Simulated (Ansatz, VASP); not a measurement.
**Two plane-wave programs on CoO**

```xyz
2
Lattice="-1.4750 1.4750 2.0859 1.4750 -1.4750 2.0859 1.4750 1.4750 -2.0859" Properties=species:S:1:pos:R:3 pbc="T T T"
Co    0.0000    0.0000    0.0000
O     0.0000    0.0000    2.0859
```

Alike in both runs: functional PBEsol; k mesh 8 × 8 × 8; occupations gaussian, width 0.1 eV; collinear spin.

Ansatz relaxed the structure, and its values are those at the end. VASP's run is a single point on that final structure, the one shown.

|  | VASP | Ansatz |
| --- | --- | --- |
| version | VASP 6.6.1 | Ansatz 0.2.0 |
| potentials or method | VASP PAW PBE potentials, release 64 (Co, O), cutoff 520 eV | scalar-relativistic, plane waves, PAW |
| valence electrons in the cell | 15 | 23 |

|  | VASP | Ansatz | Ansatz less VASP |
| --- | --- | --- | --- |
| gap on the k mesh at the Fermi level (eV) | none | none | - |
| pressure (GPa) | -0.5 | 0.0 | +0.46 |
| net moment per atom (μB) | 1.40 | 1.41 | +0.007 |
| size of the moment on the site where the two differ most (μB) | 2.47 | 2.39 | -0.079 |

VASP's potentials were made for PBE, not for PBEsol. Site moments also hang on the region over which each program counts them. A gap of «none» marks a metal or a gap that the smearing closes. VASP's potentials hold 15 valence electrons a cell and Ansatz's 23, so a difference there can come from the potentials and not from the codes.

The k mesh is coarse, so the values compare programs but aren't converged.
